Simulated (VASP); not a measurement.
SnO: single point with r2SCAN+D3(BJ)

Crystal: SnO.

```
Sn O
1.0
     3.83895    0.00000    0.00000
     0.00000    3.83895    0.00000
     0.00000    0.00000    4.91928
Sn O
2 2
Direct
  0.50000 0.00000 0.76463
  0.00000 0.50000 0.23537
  0.00000 0.00000 0.00000
  0.50000 0.50000 0.00000
```

| Property | Result |
| --- | --- |
| Program | VASP 6.6.1 |
| Task | single point |
| Functional | r2SCAN |
| Dispersion | D3(BJ) |
| Potentials or basis | VASP PAW PBE potentials, release 64 (Sn_d, O) |
| Cutoff | 520 eV |
| k mesh | 7 × 7 × 6 |
| Occupations | fermi-dirac, width 0.05 eV |
| Spin | no spin polarisation |
| Dipole correction | no |
| Further INCAR settings | ALGO = Normal; EDIFF = 1e-06; NBANDS = 28 |

The pressure is -2.7 GPa, the largest force is 0.264 eV/Å and the band gap on the k mesh is 0.59 eV (least direct gap 2.35 eV). The dispersion energy per atom is -0.107 eV.

Forces in eV/Å, atoms in the order of the input:
```
Sn   0.000  0.000  0.264
Sn   0.000  0.000 -0.264
O    0.000  0.000  0.000
O    0.000  0.000  0.000
```

Stress tensor (GPa, compression positive):
```
-2.92  0.00  0.00
 0.00 -2.92  0.00
 0.00  0.00 -2.33
```

Levels at points of the mesh, in eV from the valence-band top:
| k point | band 16 | band 17 | band 18 | band 19 | band 20 | band 21 | band 22 | band 23 | band 24 | band 25 |
| --- | --- | --- | --- | --- | --- | --- | --- | --- | --- | --- |
| (0.00, 0.00, 0.00) | -6.43 | -3.67 | -3.38 | -3.38 | 0.00 | 2.35 | 4.55 | 4.94 | 4.94 | 6.01 |
| (0.00, 0.00, 0.50) | -3.73 | -3.39 | -3.39 | -3.20 | -2.36 | 2.02 | 3.25 | 3.25 | 3.84 | 8.33 |

Wall time 5 min on 1 thread of Intel(R) Xeon(R) Platinum 8259CL CPU @ 2.50GHz (Skylake/Cascade Lake) (shared host), peak memory 0.23 GiB.

Caveat: the PAW data sets were made with another functional, which shifts forces and pressure a little; spin-orbit coupling is left out, which moves the levels of the heavy elements; an odd mesh through Γ misses points on the zone boundary, where band edges can lie.
